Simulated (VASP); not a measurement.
# ZnO (P6_3mc) in VASP: single point with PBE

Aim: the single point of ZnO with PBE.

All numbers are computed with VASP 6.6.1; they aren't measurements. Logs are shortened: lines on timing, memory, paths and dates and some standing lists are left out, and cuts for length are marked.

**Measured values to compare with.**

From “Electronic structure of alkaline earth and post-transition metal oxides”, 2009, arxiv:0908.1581, for a bulk crystal of ZnO: band gap 3.37 eV.

How close the calculation comes is told below.

## 1. The cell of the first run

The structure is hexagonal, space group P6_3mc (No. 186). Conventional cell: a = 3.279 Å, b = 3.279 Å, c = 5.294 Å, α = 90.00°, β = 90.00°, γ = 120.00°. Within 2.6 Å of Zn (site symmetry 3m) lie 4 O at 2.00 to 2.01 Å. Within 2.6 Å of O (site symmetry 3m) lie 4 Zn at 2.00 to 2.01 Å.

## 2. Single point, PBE

The input, INCAR:

```
SYSTEM = ZnO
PREC = Accurate
ENCUT = 520
EDIFF = 1E-7
ISMEAR = 0
SIGMA = 0.02
LREAL = .False.
LASPH = .True.
NELM = 60
ALGO = Normal
ISIF = 2
LWAVE = .False.
LCHARG = .False.
GGA = PE
NBANDS = 26
```

The input, KPOINTS:

```
regular mesh
0
Gamma
  21 21 12
  0 0 0
```

The input, POSCAR:

```
ZnO
1.0
    3.2794760721      0.0000000000      0.0000000000
   -1.6397380361      2.8401095896      0.0000000000
    0.0000000000      0.0000000000      5.2937637614
Zn O
2 2
Direct
    0.3333333333      0.6666666667      0.4999692785
    0.6666666667      0.3333333333     -0.0000307215
    0.6666666667      0.3333333333      0.3790407215
    0.3333333333      0.6666666667      0.8790407215
```

Potentials or basis: VASP PAW PBE potentials, release 64 (Zn, O).

Started as:

```
> cat potpaw_PBE.64/Zn/POTCAR potpaw_PBE.64/O/POTCAR > POTCAR
> mpirun -np 1 vasp_std > vasp.out
```

OUTCAR:

```text
SYSTEM = ZnO
   PREC = Accurate
   ENCUT = 520
   EDIFF = 1E-7
   ISMEAR = 0
   LREAL = .False.
   LASPH = .True.
   NELM = 60
   ISIF = 2
   GGA = PE

 ion  position               nearest neighbor table
   1  0.333  0.667  0.500-   3 2.00   3 2.00   3 2.00   4 2.01
   2  0.667  0.333  1.000-   4 2.00   4 2.00   4 2.00   3 2.01
   3  0.667  0.333  0.379-   1 2.00   1 2.00   1 2.00   2 2.01
   4  0.333  0.667  0.879-   2 2.00   2 2.00   2 2.00   1 2.01

  LATTYP: Found a hexagonal cell.
 ALAT       =     3.2794760721
 C/A-ratio  =     1.6142102107

  Lattice vectors:

 A1 = (   3.2794760721,   0.0000000000,   0.0000000000)
 A2 = (  -1.6397380361,   2.8401095896,   0.0000000000)
 A3 = (   0.0000000000,   0.0000000000,   5.2937637614)

Analysis of symmetry for initial positions (statically):
=====================================================================
 Subroutine PRICEL returns:
 Original cell was already a primitive cell.

 Routine SETGRP: Setting up the symmetry group for a
 hexagonal supercell.

 Subroutine GETGRP returns: Found 12 space group operations
 (whereof  6 operations were pure point group operations)
 out of a pool of 24 trial point group operations.

The static configuration has the point symmetry C_3v.
 The point group associated with its full space group is C_6v.

Analysis of symmetry for dynamics (positions and initial velocities):
=====================================================================
 Subroutine PRICEL returns:
 Original cell was already a primitive cell.

 Routine SETGRP: Setting up the symmetry group for a
 hexagonal supercell.

 Subroutine GETGRP returns: Found 12 space group operations
 (whereof  6 operations were pure point group operations)
 out of a pool of 24 trial point group operations.

The dynamic configuration has the point symmetry C_3v.
 The point group associated with its full space group is C_6v.

 Subroutine INISYM returns: Found 12 space group operations
 (whereof  6 operations are pure point group operations),
 and found     1 'primitive' translations

----------------------------------------------------------------------------------------

                                     Primitive cell

  volume of cell :      49.3065
[... 88 lines left out ...]
   LNONCOLLINEAR =      F non collinear calculations
   LSORBIT =      F    spin-orbit coupling
   LASPH  =      T    aspherical Exc in radial PAW
   ENCUT  =  520.0 eV  38.22 Ry    6.18 a.u.   6.10  6.10  9.84*2*pi/ulx,y,z
   NELM   =     60;   NELMIN=  2; NELMDL= -5     # of ELM steps
   EDIFF  = 0.1E-06   stopping-criterion for ELM
   LREAL  =      F    real-space projection
   EDIFFG = 0.1E-05   stopping-criterion for IOM
   NSW    =      0    number of steps for IOM
   IBRION =     -1    ionic relax: 0-MD 1-quasi-New 2-CG
   NFREE  =      0    steps in history (QN), initial steepest desc. (CG)
   ISIF   =      2    stress and relaxation
   ISYM   =      2    0-nonsym 1-usesym 2-fastsym
   POTIM  = 0.5000    time-step for ionic-motion
   TEBEG  =    0.0;   TEEND  =   0.0 temperature during run
   PSTRESS=    0.0 pullay stress
   NELECT =      36.0000    total number of electrons
   NUPDOWN=      -1.0000    fix difference up-down
   EMIN   =  10.00;   EMAX   =-10.00  energy-range for DOS
   EFERMI =   0.00;   METHOD = LEGACY
   ISMEAR =     0;   SIGMA  =   0.02  broadening in eV -4-tet -1-fermi 0-gaus
   EFERMI_NEDOS =   21; number of points for ismear=-14 and -15
   IALGO  =     38    algorithm
   IMIX   =      4    mixing-type and parameters
     AMIX     =   0.40;   BMIX     =  1.00
     AMIX_MAG =   1.60;   BMIX_MAG =  1.00
  volume/ion in A,a.u.               =      12.33        83.18
  Fermi-wavevector in a.u.,A,eV,Ry     =   1.474148  2.785735 29.566970  2.173111
  Thomas-Fermi vector in A             =   2.588954
   LORBIT       =      0    0 simple, 1 ext, 2 COOP (PROOUT), +10 PAW based schemes
   GGA     = PE    functional components
   LHFCALC =     F    Hartree Fock is set to
   AEXX    =    0.0000 exact exchange contribution
   IVDW    =     0    specifies the selected vdW correction
   LEPSILON=     F    determine dielectric tensor
   LRPA    =     F    only Hartree local field effects (RPA)
 non-spin polarized calculation
 Gauss-broadening in eV      SIGMA  =   0.02
  energy-cutoff  :      520.00
  volume of cell :       49.31
 maximum number of plane-waves:      1350
   NGX = 13   NGY = 13   NGZ = 19

 number of electron      36.0000039 magnetization

 Free energy of the ion-electron system (eV)
  ---------------------------------------------------
  ext. energy  EPLUGINS =         0.00000000
  ---------------------------------------------------
  free energy    TOTEN  =       -17.86108817 eV

  energy without entropy =      -17.86108817  energy(sigma->0) =      -17.86108817

 E-fermi :   1.0046     XC(G=0): -10.7252

 val. band max:        0.8942674376   @ k =   0.0000   0.0000   0.0000
 cond. band min:       1.6219834241   @ k =   0.0000   0.0000   0.0000
 fundamental gap:      0.7277159865
 Fermi energy:         1.0045943701

 k-point     1 :       0.0000    0.0000    0.0000
  band No.  band energies     occupation
      1     -16.9234      2.00000
      2     -16.2563      2.00000
      3      -4.6424      2.00000
      4      -4.6424      2.00000
      5      -4.6031      2.00000
      6      -4.4882      2.00000
[... 685 lines left out ...]
     25      13.8773      0.00000
     26      15.4451      0.00000

 [... further k-points ...]

------------------------ aborting loop because EDIFF is reached ----------------------------------------

  FORCE on cell =-STRESS in cart. coord.  units (eV):
  Direction    XX          YY          ZZ          XY          YZ          ZX
  --------------------------------------------------------------------------------------
  -------------------------------------------------------------------------------------
  Total        0.2779338      0.2779338      0.2757127     -0.0000000      0.0000000     -0.0000000
  in kB        9.0312502      9.0312502      8.9590756     -0.0000000      0.0000000     -0.0000000
  external PRESSURE =       9.0071920 kB  Pullay stress =       0.0000000 kB

 VOLUME and BASIS-vectors are now :
 -----------------------------------------------------------------------------
  energy-cutoff  :      520.00
  volume of cell :       49.31
      direct lattice vectors                 reciprocal lattice vectors
     3.279476072  0.000000000  0.000000000     0.304926756  0.176049545  0.000000000
    -1.639738036  2.840109590  0.000000000     0.000000000  0.352099089  0.000000000
     0.000000000  0.000000000  5.293763761     0.000000000  0.000000000  0.188901516

 POSITION                                       TOTAL-FORCE (eV/Angst)
 -----------------------------------------------------------------------------------
     -0.00000      1.89341      2.64672         0.000000      0.000000      0.001173
      1.63974      0.94670      5.29360        -0.000000     -0.000000      0.001173
      1.63974      0.94670      2.00655         0.000000     -0.000000     -0.001173
     -0.00000      1.89341      4.65343         0.000000      0.000000     -0.001173
 -----------------------------------------------------------------------------------
    total drift:                               -0.000001     -0.000001     -0.000890

  FREE ENERGIE OF THE ION-ELECTRON SYSTEM (eV)
  ---------------------------------------------------
  free  energy   TOTEN  =       -17.8610881657 eV

  energy  without entropy=      -17.8610881657  energy(sigma->0) =      -17.86108817
```

OSZICAR:

```text
N       E                     dE             d eps       ncg     rms          rms(c)
DAV:   1     0.296912684045E+03    0.29691E+03   -0.18204E+04 17672   0.200E+03
DAV:   2     0.115633273905E+02   -0.28535E+03   -0.26764E+03 18250   0.410E+02
DAV:   3    -0.204580619685E+02   -0.32021E+02   -0.31579E+02 19468   0.139E+02
DAV:   4    -0.211019806007E+02   -0.64392E+00   -0.64240E+00 19496   0.203E+01
DAV:   5    -0.211051964820E+02   -0.32159E-02   -0.32157E-02 18906   0.148E+00    0.141E+01
DAV:   6    -0.176981421141E+02    0.34071E+01   -0.67610E+00 28020   0.626E+01    0.848E+00
DAV:   7    -0.178999750376E+02   -0.20183E+00   -0.29355E+00 18060   0.172E+01    0.511E+00
DAV:   8    -0.179089165059E+02   -0.89415E-02   -0.51878E-01 24906   0.733E+00    0.163E+00
DAV:   9    -0.178584905554E+02    0.50426E-01   -0.10369E-01 25366   0.632E+00    0.300E-01
DAV:  10    -0.178609508571E+02   -0.24603E-02   -0.35271E-02 17684   0.134E+00    0.123E-01
DAV:  11    -0.178610675765E+02   -0.11672E-03   -0.68375E-04 19182   0.478E-01    0.456E-02
DAV:  12    -0.178610805300E+02   -0.12953E-04   -0.19564E-04 22962   0.409E-01    0.160E-02
DAV:  13    -0.178610928780E+02   -0.12348E-04   -0.38151E-05 19370   0.966E-02    0.186E-02
DAV:  14    -0.178610885133E+02    0.43647E-05   -0.16527E-05 19450   0.352E-02    0.191E-03
DAV:  15    -0.178610883232E+02    0.19010E-06   -0.10924E-06 17866   0.893E-03    0.754E-04
DAV:  16    -0.178610882025E+02    0.12068E-06   -0.96188E-09 10980   0.109E-03    0.497E-04
DAV:  17    -0.178610881657E+02    0.36811E-07   -0.13770E-08  8882   0.242E-03
   1 F= -.17861088E+02 E0= -.17861088E+02  d E =-.259829E-18
```

stdout:

```text
POSCAR found type information on POSCAR ZnO
 POSCAR found :  2 types and       4 ions
 scaLAPACK will be used
 LDA part: xc-table for (Slater+PW92), standard interpolation
 POSCAR, INCAR and KPOINTS ok, starting setup
 FFT: planning ... GRIDC
 FFT: planning ... GRID_SOFT
 FFT: planning ... GRID
 WAVECAR not read
 entering main loop
```

Run time: 5 min. Hardware: 1 thread of Intel Xeon Platinum 8259CL at 2.50GHz (Skylake/Cascade Lake), shared host; peak memory 0.43 GiB.

Results:

| Quantity | Value |
| --- | --- |
| Free energy | -17.8611 eV |
| Pressure | 0.9 GPa |
| Band gap on the k mesh | 0.73 eV, direct |

## 3. Comparison with measurements

Step 2. Against the measured gap of ZnO, 3.37 eV (quoted in “Electronic structure of alkaline earth and post-transition metal oxides”, 2009, arxiv:0908.1581), the calculated 0.73 eV is off by -2.64 eV. So large a miss can be the level of theory's own, or it may mean another phase, state or a wrong row. The value is that of PBE on a finite k mesh, which can miss the band edges, without temperature or zero-point motion. Semilocal functionals fall short of measured gaps as a rule.
